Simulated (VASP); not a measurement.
# Ag2As3 (P-3m1) in VASP: notebook

Ag2As3 is run at these levels: PBE; tasks: single point, relaxation of cell and atoms.

Program: VASP 6.6.1. These are calculated values, not measurements. Logs are shortened: lines on timing, memory, paths and dates and some standing lists are left out, and cuts for length are marked.

## (1) The cell of the first run

It takes space group P-3m1 (No. 164, trigonal). Conventional cell: a = 4.065 Å, b = 4.065 Å, c = 7.405 Å, α = 90.00°, β = 90.00°, γ = 120.00°. Ag (site symmetry 3m) has 7 As at 2.70 to 3.05 Å and 3 Ag at 3.56 Å within 3.6 Å. Within 3.6 Å of As (site symmetry -3m) lie 6 Ag at 2.70 Å. As (site symmetry 3m) has 3 As at 2.72 Å and 4 Ag at 2.88 to 3.05 Å within 3.6 Å.

## (2) Single point, PBE

INCAR

```
ALGO = Normal
EDIFF = 1E-7
ENCUT = 520
GGA = PE
ISIF = 2
ISMEAR = 0
LASPH = True
LCHARG = False
LREAL = False
LWAVE = False
NBANDS = 26
NELM = 60
PREC = Accurate
SIGMA = 0.1
```

KPOINTS

```
k-points
0
Gamma
  12 12 6
```

POSCAR

```
Ag2As3
1.0
    4.0647923673      0.0000000000      0.0000000000
   -2.0323961836      3.5202134512      0.0000000000
    0.0000000000      0.0000000000      7.4048689957
Ag As
2 3
Direct
    0.3333333333      0.6666666667      0.1811386271
    0.6666666667      0.3333333333      0.8188613729
    0.0000000000      0.0000000000      0.0000000000
    0.3333333333      0.6666666667      0.5925513410
    0.6666666667      0.3333333333      0.4074486590
```

Potentials or basis: VASP PAW PBE potentials, release 64 (Ag, As).

The run is started by

```
cat potpaw_PBE.64/Ag/POTCAR potpaw_PBE.64/As/POTCAR > POTCAR
mpirun -np 1 vasp_std > vasp.out
```

OUTCAR:

```text
EDIFF = 1E-7
   ENCUT = 520
   GGA = PE
   ISIF = 2
   ISMEAR = 0
   LASPH = True
   LREAL = False
   NELM = 60
   PREC = Accurate

 ion  position               nearest neighbor table
   1  0.333  0.667  0.181-   3 2.70   3 2.70   3 2.70   5 2.88   5 2.88   5 2.88   4 3.05   2 3.56
                             2 3.56   2 3.56
   2  0.667  0.333  0.819-   3 2.70   3 2.70   3 2.70   4 2.88   4 2.88   4 2.88   5 3.05   1 3.56
                             1 3.56   1 3.56
   3  0.000  0.000  0.000-   1 2.70   2 2.70   1 2.70   2 2.70   2 2.70   1 2.70
   4  0.333  0.667  0.593-   5 2.72   5 2.72   5 2.72   2 2.88   2 2.88   2 2.88   1 3.05
   5  0.667  0.333  0.407-   4 2.72   4 2.72   4 2.72   1 2.88   1 2.88   1 2.88   2 3.05

  LATTYP: Found a hexagonal cell.
 ALAT       =     4.0647923673
 C/A-ratio  =     1.8217090386

  Lattice vectors:

 A1 = (   4.0647923673,   0.0000000000,   0.0000000000)
 A2 = (  -2.0323961836,   3.5202134512,   0.0000000000)
 A3 = (   0.0000000000,   0.0000000000,   7.4048689957)

Analysis of symmetry for initial positions (statically):
=====================================================================
 Subroutine PRICEL returns:
 Original cell was already a primitive cell.

 Routine SETGRP: Setting up the symmetry group for a
 hexagonal supercell.

 Subroutine GETGRP returns: Found 12 space group operations
 (whereof 12 operations were pure point group operations)
 out of a pool of 24 trial point group operations.

The static configuration has the point symmetry D_3d.

Analysis of symmetry for dynamics (positions and initial velocities):
=====================================================================
 Subroutine PRICEL returns:
 Original cell was already a primitive cell.

 Routine SETGRP: Setting up the symmetry group for a
 hexagonal supercell.

 Subroutine GETGRP returns: Found 12 space group operations
 (whereof 12 operations were pure point group operations)
 out of a pool of 24 trial point group operations.

The dynamic configuration has the point symmetry D_3d.

 Subroutine INISYM returns: Found 12 space group operations
 (whereof 12 operations are pure point group operations),
 and found     1 'primitive' translations

----------------------------------------------------------------------------------------

                                     Primitive cell

  volume of cell :     105.9558

  direct lattice vectors                    reciprocal lattice vectors
     4.064792367  0.000000000  0.000000000     0.246015026  0.142036841  0.000000000
    -2.032396184  3.520213451  0.000000000     0.000000000  0.284073683  0.000000000
     0.000000000  0.000000000  7.404868996     0.000000000  0.000000000  0.135046278

  length of vectors
     4.064792367  4.064792367  7.404868996     0.284073683  0.284073683  0.135046278

  position of ions in fractional coordinates (direct lattice)
     0.333333333  0.666666667  0.181138627
     0.666666667  0.333333333  0.818861373
     0.000000000  0.000000000  0.000000000
     0.333333333  0.666666667  0.592551341
     0.666666667  0.333333333  0.407448659

  ion indices of the primitive-cell ions
   primitive index   ion index
                 1           1
                 2           2
                 3           3
                 4           4
                 5           5

----------------------------------------------------------------------------------------

 KPOINTS: k-points

Automatic generation of k-mesh.
 Grid dimensions read from file:
 generate k-points for:   12   12    6

 Generating k-lattice:

  Cartesian coordinates                     Fractional coordinates (reciprocal lattice)
     0.020501252  0.011836403  0.000000000     0.083333333  0.000000000  0.000000000
     0.000000000  0.023672807  0.000000000     0.000000000  0.083333333  0.000000000
     0.000000000  0.000000000  0.022507713     0.000000000  0.000000000  0.166666667

  Length of vectors
     0.023672807  0.023672807  0.022507713

  Shift w.r.t. Gamma in fractional coordinates (k-lattice)
     0.000000000  0.000000000  0.000000000

 Subroutine IBZKPT returns following result:
 ===========================================

 Found    100 irreducible k-points:

 Following reciprocal coordinates:
            Coordinates               Weight
  0.000000  0.000000  0.000000      1.000000
  0.083333  0.000000  0.000000      6.000000
  0.166667 -0.000000  0.000000      6.000000
  0.250000  0.000000  0.000000      6.000000
  0.333333 -0.000000  0.000000      6.000000
  0.416667  0.000000  0.000000      6.000000
[... 16 lines left out ...]
  0.166667 -0.000000  0.166667      6.000000
  0.000000  0.166667  0.166667      6.000000
 [... further k-points ...]
   k-points           NKPTS =    100   k-points in BZ     NKDIM =    100   number of bands    NBANDS=     26
   number of dos      NEDOS =    301   number of ions     NIONS =      5
   total plane-waves  NPLWV =  50400
   dimension x,y,z NGX =    30 NGY =   30 NGZ =   56
   dimension x,y,z NGXF=    60 NGYF=   60 NGZF=  112
   ions per type =               2   3
   NGX,Y,Z   is equivalent  to a cutoff of  12.27, 12.27, 12.57 a.u.
   NGXF,Y,Z  is equivalent  to a cutoff of  24.54, 24.54, 25.15 a.u.
 SYSTEM =  unknown system
   PREC   = accura    normal or accurate (medium, high low for compatibility)
   ISTART =      0    job   : 0-new  1-cont  2-samecut
   ICHARG =      2    charge: 1-file 2-atom 10-const
   ISPIN  =      1    spin polarized calculation?
   LNONCOLLINEAR =      F non collinear calculations
   LSORBIT =      F    spin-orbit coupling
   LASPH  =      T    aspherical Exc in radial PAW
   ENCUT  =  520.0 eV  38.22 Ry    6.18 a.u.   7.56  7.56 13.77*2*pi/ulx,y,z
   NELM   =     60;   NELMIN=  2; NELMDL= -5     # of ELM steps
   EDIFF  = 0.1E-06   stopping-criterion for ELM
   LREAL  =      F    real-space projection
   EDIFFG = 0.1E-05   stopping-criterion for IOM
   NSW    =      0    number of steps for IOM
   IBRION =     -1    ionic relax: 0-MD 1-quasi-New 2-CG
   NFREE  =      0    steps in history (QN), initial steepest desc. (CG)
   ISIF   =      2    stress and relaxation
   ISYM   =      2    0-nonsym 1-usesym 2-fastsym
   POTIM  = 0.5000    time-step for ionic-motion
   TEBEG  =    0.0;   TEEND  =   0.0 temperature during run
   PSTRESS=    0.0 pullay stress
   NELECT =      37.0000    total number of electrons
   NUPDOWN=      -1.0000    fix difference up-down
   EMIN   =  10.00;   EMAX   =-10.00  energy-range for DOS
   EFERMI =   0.00;   METHOD = LEGACY
   ISMEAR =     0;   SIGMA  =   0.10  broadening in eV -4-tet -1-fermi 0-gaus
   EFERMI_NEDOS =   21; number of points for ismear=-14 and -15
   IALGO  =     38    algorithm
   IMIX   =      4    mixing-type and parameters
     AMIX     =   0.40;   BMIX     =  1.00
     AMIX_MAG =   1.60;   BMIX_MAG =  1.00
  volume/ion in A,a.u.               =      21.19       143.01
  Fermi-wavevector in a.u.,A,eV,Ry     =   1.152835  2.178542 18.082531  1.329029
  Thomas-Fermi vector in A             =   2.289483
   LORBIT       =      0    0 simple, 1 ext, 2 COOP (PROOUT), +10 PAW based schemes
   GGA     = PE    functional components
   LHFCALC =     F    Hartree Fock is set to
   AEXX    =    0.0000 exact exchange contribution
   IVDW    =     0    specifies the selected vdW correction
   LEPSILON=     F    determine dielectric tensor
   LRPA    =     F    only Hartree local field effects (RPA)
 non-spin polarized calculation
 Gauss-broadening in eV      SIGMA  =   0.10
  energy-cutoff  :      520.00
  volume of cell :      105.96
 maximum number of plane-waves:      2877
   NGX = 15   NGY = 15   NGZ = 27

 number of electron      37.0000008 magnetization

 Free energy of the ion-electron system (eV)
  ---------------------------------------------------
  ext. energy  EPLUGINS =         0.00000000
  ---------------------------------------------------
  free energy    TOTEN  =       -18.19002126 eV

  energy without entropy =      -18.18072970  energy(sigma->0) =      -18.18537548

 E-fermi :   5.6144     XC(G=0): -10.3994

 val. band max:        5.6135520998   @ k =   0.0000   0.2500   0.1667
 cond. band min:       5.6155413080   @ k =  -0.0833   0.2500   0.1667
 fundamental gap:      0.0019892082
 Fermi energy:         5.6144249318

 k-point     1 :       0.0000    0.0000    0.0000
  band No.  band energies     occupation
      1      -7.8619      2.00000
      2      -5.5668      2.00000
      3      -3.5092      2.00000
      4       0.2550      2.00000
      5       0.2550      2.00000
      6       0.6379      2.00000
[... 18 lines left out ...]
     25      11.9666      0.00000
     26      11.9666      0.00000

 k-point     2 :       0.0833    0.0000    0.0000
  band No.  band energies     occupation
      1      -7.7964      2.00000
      2      -5.5332      2.00000
      3      -3.5213      2.00000
      4       0.2198      2.00000
      5       0.2708      2.00000
      6       0.5027      2.00000
[... 18 lines left out ...]
     25      11.2825      0.00000
     26      11.8056      0.00000

 k-point     3 :       0.1667   -0.0000    0.0000
  band No.  band energies     occupation
      1      -7.6031      2.00000
      2      -5.4392      2.00000
      3      -3.5868      2.00000
      4       0.1643      2.00000
      5       0.2993      2.00000
      6       0.3172      2.00000
[... 18 lines left out ...]
     25      11.2808      0.00000
     26      11.7635      0.00000

 k-point     4 :       0.2500    0.0000    0.0000
  band No.  band energies     occupation
      1      -7.2924      2.00000
      2      -5.3061      2.00000
      3      -3.7765      2.00000
      4       0.0662      2.00000
      5       0.2622      2.00000
      6       0.2921      2.00000
[... 18 lines left out ...]
     25      11.7272      0.00000
     26      12.0765      0.00000

 k-point     5 :       0.3333   -0.0000    0.0000
  band No.  band energies     occupation
      1      -6.8893      2.00000
      2      -5.1688      2.00000
      3      -4.1297      2.00000
      4      -0.0492      2.00000
      5       0.2414      2.00000
      6       0.4391      2.00000
[... 18 lines left out ...]
     25      12.1234      0.00000
     26      12.6655      0.00000

 k-point     6 :       0.4167    0.0000    0.0000
  band No.  band energies     occupation
      1      -6.4613      2.00000
      2      -5.0747      2.00000
      3      -4.5571      2.00000
      4      -0.0198      2.00000
      5       0.1906      2.00000
      6       0.4233      2.00000
[... 427 lines left out ...]
 k-point    21 :       0.0833    0.0000    0.1667
  band No.  band energies     occupation
      1      -7.7800      2.00000
      2      -5.6161      2.00000
      3      -3.3956      2.00000
      4       0.1583      2.00000
      5       0.2274      2.00000
      6       0.4380      2.00000
[... 18 lines left out ...]
     25      11.2075      0.00000
     26      11.4096      0.00000

 k-point    22 :       0.0000    0.0833    0.1667
  band No.  band energies     occupation
      1      -7.7801      2.00000
      2      -5.6155      2.00000
      3      -3.3973      2.00000
      4       0.1495      2.00000
      5       0.2534      2.00000
      6       0.4648      2.00000
[... 18 lines left out ...]
     25      10.9807      0.00000
     26      12.0106      0.00000

 k-point    23 :       0.1667   -0.0000    0.1667
  band No.  band energies     occupation
      1      -7.5877      2.00000
      2      -5.5108      2.00000
      3      -3.4980      2.00000
      4       0.0899      2.00000
      5       0.2426      2.00000
      6       0.3639      2.00000
[... 18 lines left out ...]
     25      11.2094      0.00000
     26      11.3802      0.00000

 k-point    24 :       0.0000    0.1667    0.1667
  band No.  band energies     occupation
      1      -7.5884      2.00000
      2      -5.5064      2.00000
      3      -3.5065      2.00000
      4       0.1379      2.00000
      5       0.3122      2.00000
      6       0.3906      2.00000
[... 18 lines left out ...]
     25      11.4761      0.00000
     26      12.1569      0.00000

 [... further k-points ...]

------------------------ aborting loop because EDIFF is reached ----------------------------------------

  FORCE on cell =-STRESS in cart. coord.  units (eV):
  Direction    XX          YY          ZZ          XY          YZ          ZX
  --------------------------------------------------------------------------------------
  -------------------------------------------------------------------------------------
  Total        0.0154150      0.0154150      0.0107948      0.0000000      0.0000000      0.0000000
  in kB        0.2330925      0.2330925      0.1632297      0.0000000      0.0000000      0.0000000
  external PRESSURE =       0.2098049 kB  Pullay stress =       0.0000000 kB

 VOLUME and BASIS-vectors are now :
 -----------------------------------------------------------------------------
  energy-cutoff  :      520.00
  volume of cell :      105.96
      direct lattice vectors                 reciprocal lattice vectors
     4.064792367  0.000000000  0.000000000     0.246015026  0.142036841  0.000000000
    -2.032396184  3.520213451  0.000000000     0.000000000  0.284073683  0.000000000
     0.000000000  0.000000000  7.404868996     0.000000000  0.000000000  0.135046278

 POSITION                                       TOTAL-FORCE (eV/Angst)
 -----------------------------------------------------------------------------------
     -0.00000      2.34681      1.34131         0.000000      0.000000     -0.005439
      2.03240      1.17340      6.06356        -0.000000     -0.000000      0.005439
      0.00000      0.00000      0.00000        -0.000000      0.000000      0.000000
     -0.00000      2.34681      4.38777         0.000000      0.000000      0.012939
      2.03240      1.17340      3.01710        -0.000000      0.000000     -0.012939
 -----------------------------------------------------------------------------------
    total drift:                                0.000000      0.000000      0.000000

  FREE ENERGIE OF THE ION-ELECTRON SYSTEM (eV)
  ---------------------------------------------------
  free  energy   TOTEN  =       -18.1900212632 eV

  energy  without entropy=      -18.1807297041  energy(sigma->0) =      -18.18537548
```

Run time: 2.7 min. Hardware: 1 thread of Intel Xeon Platinum 8488C (Sapphire Rapids), shared host; peak memory 0.38 GiB.

What came out:

- Free energy: -18.1900 eV
- Pressure: 0.0 GPa
- Largest force: 0.013 eV/Å
- Band gap on the k mesh: zero (an odd number of electrons rules out a gap without spin polarisation)

Forces on the atoms (eV/Å):
```
Ag   0.000  0.000 -0.005
Ag   0.000  0.000  0.005
As   0.000  0.000  0.000
As   0.000  0.000  0.013
As   0.000  0.000 -0.013
```

Caveat: an odd number of electrons without spin polarisation forces a metal; a magnetic or distorted state may lie lower.

## (3) Relaxation of cell and atoms, PBE

This run uses another cell than the first one, of 20.76 Å³/atom.

INCAR

```
PREC = Accurate
ENCUT = 600
EDIFF = 1E-6
ISMEAR = 0
SIGMA = 0.1
LREAL = False
LASPH = True
NELM = 60
ALGO = Normal
ISIF = 3
LWAVE = False
LCHARG = False
GGA = PE
IBRION = 2
NSW = 100
EDIFFG = -0.01
```

KPOINTS

```
Automatic mesh
0
Gamma
  12 12 6
```

POSCAR

```
Ag2As3
1.0
    4.3176965633      0.0000000000      0.0000000000
   -2.1588482816      3.7392349096      0.0000000000
    0.0000000000      0.0000000000      6.4283600807
Ag As
2 3
Direct
    0.3333333333      0.6666666667      0.1887272694
    0.6666666667      0.3333333333      0.8112727306
    0.0000000000      0.0000000000      0.0000000000
    0.3333333333      0.6666666667      0.6215115147
    0.6666666667      0.3333333333      0.3784884853
```

Potentials or basis: VASP PAW PBE potentials, release 64 (Ag, As).

The run is started by

```
cat potpaw_PBE.64/Ag/POTCAR potpaw_PBE.64/As/POTCAR > POTCAR
mpirun -np 1 vasp_std > vasp.out
```

Wall time 34 min (1 thread of Intel Xeon Platinum 8488C (Sapphire Rapids), shared host); peak memory 0.46 GiB.

The run converged. Its results:

| Property | Result |
| --- | --- |
| Free energy | -18.1877 eV |
| Relaxed volume | 21.13 Å³/atom |
| Relaxed cell | a = 4.102 Å, b = 4.102 Å, c = 7.249 Å, α = 90.00°, β = 90.00°, γ = 120.00° |
| Space group after relaxing (to 0.1 Å) | P-3m1 (No. 164) |
| Energy gained by relaxing | 18.3 meV/atom |
| Ionic steps | 22 |
| Pressure after relaxing | 0.0 GPa |
| Largest force after relaxing | 0.005 eV/Å |
| Band gap on the k mesh | zero (an odd number of electrons rules out a gap without spin polarisation) |

Forces on the atoms (eV/Å):
```
Ag   0.000  0.000  0.001
Ag   0.000  0.000 -0.001
As   0.000  0.000  0.000
As   0.000  0.000 -0.005
As   0.000  0.000  0.005
```

Stress tensor (GPa, compression positive):
```
-0.07  0.00  0.00
 0.00 -0.07  0.00
 0.00  0.00  0.05
```

The path:
| step | energy change (eV) | largest force (eV/Å) | pressure (GPa) | volume (Å³) |
| --- | --- | --- | --- | --- |
| 1 | 0.0000 | 0.0491 | -0.12 | 103.79 |
| 2 | -0.0068 | 0.0870 | 0.03 | 103.55 |
| 3 | -0.0183 | 0.2113 | 0.62 | 102.81 |
| 4 | -0.0241 | 0.2270 | 0.20 | 103.37 |
| 5 | -0.0337 | 0.2714 | -0.94 | 105.05 |
| 6 | -0.0344 | 0.2823 | -1.22 | 105.53 |
| 7 | -0.0368 | 0.2813 | -1.22 | 105.59 |
| 8 | -0.0440 | 0.2742 | -1.26 | 105.76 |
| 9 | -0.0575 | 0.2459 | -1.27 | 106.08 |
| 10 | -0.0767 | 0.1172 | -1.12 | 106.63 |
| 11 | -0.0491 | 0.4744 | 0.00 | 107.35 |
| 12 | -0.0799 | 0.1429 | -0.96 | 106.78 |
| 13 | -0.0850 | 0.1295 | -0.24 | 105.69 |
| 14 | -0.0857 | 0.1225 | 0.10 | 105.17 |
| 15 | -0.0857 | 0.1221 | 0.12 | 105.12 |
| 16 | -0.0867 | 0.1093 | 0.13 | 105.14 |
| 17 | -0.0889 | 0.0718 | 0.08 | 105.20 |
| 18 | -0.0901 | 0.0824 | 0.02 | 105.31 |
| 19 | -0.0902 | 0.0710 | 0.03 | 105.28 |
| 20 | -0.0909 | 0.0480 | 0.01 | 105.40 |
| 21 | -0.0914 | 0.0149 | -0.02 | 105.58 |
| 22 | -0.0914 | 0.0054 | -0.03 | 105.63 |

Final structure:
```cif
data_structure
_symmetry_space_group_name_H-M 'P 1'
_symmetry_Int_Tables_number 1
_cell_length_a 4.1020
_cell_length_b 4.1020
_cell_length_c 7.2486
_cell_angle_alpha 90.000
_cell_angle_beta 90.000
_cell_angle_gamma 120.000
_cell_volume 105.63
loop_
_atom_site_label
_atom_site_type_symbol
_atom_site_fract_x
_atom_site_fract_y
_atom_site_fract_z
_atom_site_occupancy
Ag1 Ag 0.33333 0.66667 0.18113 1
Ag2 Ag 0.66667 0.33333 0.81887 1
As1 As 0.00000 0.00000 0.00000 1
As2 As 0.33333 0.66667 0.59490 1
As3 As 0.66667 0.33333 0.40510 1
```

Levels at points of the mesh, in eV from the Fermi level:
| k point | band 15 | band 16 | band 17 | band 18 | band 19 | band 20 | band 21 | band 22 |
| --- | --- | --- | --- | --- | --- | --- | --- | --- |
| (0.00, 0.00, 0.00) | -1.55 | -1.55 | -1.36 | 0.84 | 0.86 | 0.86 | 1.49 | 1.49 |
| (0.50, 0.00, 0.00) | -3.63 | -3.24 | -2.95 | -0.01 | 0.34 | 0.65 | 1.68 | 2.06 |
| (0.00, 0.00, 0.50) | -1.71 | -1.71 | -1.65 | 0.37 | 1.25 | 1.25 | 1.32 | 1.32 |
| (0.50, 0.00, 0.50) | -2.80 | -2.45 | -1.78 | -1.41 | -0.98 | 0.32 | 1.33 | 3.08 |

Caveat: an odd number of electrons without spin polarisation forces a metal; a magnetic or distorted state may lie lower.

The gap in the log of VASP goes by the Fermi energy; the results here count the filled bands.